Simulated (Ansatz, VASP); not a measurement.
# Two plane-wave programs on SnC3

INCAR

```
SYSTEM = SnC3
  PREC = Accurate
  ENCUT = 520
  EDIFF = 1E-7
  ISMEAR = 0
  SIGMA = 0.01
  LREAL = .False.
  LASPH = .True.
  NELM = 60
  ALGO = Normal
  ISIF = 2
  LWAVE = .False.
  LCHARG = .False.
  GGA = PS
  NBANDS = 21
```

File KPOINTS:

```
regular mesh
0
Gamma
  6 6 4
  0 0 0
```

Contents of POSCAR:

```
SnC3
1.0
    2.9788882431      0.0000000000      0.0000000000
    0.0000000000      2.9788882431      0.0000000000
    0.0000000000      0.0000000000      4.6435166754
C Sn
3 1
Direct
    0.5000000000      0.0000000000      0.8203632750
    0.5000000000      0.5000000000      0.0000000000
    0.0000000000      0.5000000000      0.1796367250
    0.0000000000      0.0000000000      0.5000000000
```

Input for Ansatz:

```yaml
crystal:
  lattice:
    - [2.9788882431, 0.0, 0.0]
    - [0.0, 2.9788882431, 0.0]
    - [0.0, 0.0, 4.6435166754]
  atoms:
    - { symbol: C, position: [0.5, 0.0, 0.820363275] }
    - { symbol: C, position: [0.5, 0.5, 0.0] }
    - { symbol: C, position: [0.0, 0.5, 0.179636725] }
    - { symbol: Sn, position: [0.0, 0.0, 0.5] }
kpoints:
  mp_grid: { grid: [6, 6, 4] }
hamiltonian:
  xc: pbesol
scf:
  occupations: { method: fixed }
  n_extra_bands: 5
output:
  forces: true
  stress: true
  eigenvalues: true
```

Alike in both runs: task single point; functional PBEsol; k mesh 6 × 6 × 4; no spin polarisation.

|  | VASP | Ansatz |
| --- | --- | --- |
| version | VASP 6.6.1 | Ansatz 0.2.0 |
| potentials or method | VASP PAW PBE potentials, release 64 (C, Sn_d) | plane waves, PAW |
| plane-wave cutoff (eV) | 520 | 420 |
| occupations | gaussian, width 0.01 eV | fixed |
| valence electrons in the cell | 26 | 26 |

```csv
,VASP,Ansatz,Ansatz less VASP
gap on the k mesh at the Fermi level (eV),0.32,0.32,-0.002
pressure (GPa),-3.0,-3.1,-0.11
"traceless stress, the component that is largest in VASP (GPa)",0.18,0.29,+0.103
rms of the force components (eV/Å),0.127,0.133,+0.0059
```

VASP's potentials were made for PBE, not for PBEsol. Atom by atom the forces differ by 0.006 eV/Å (rms over components).
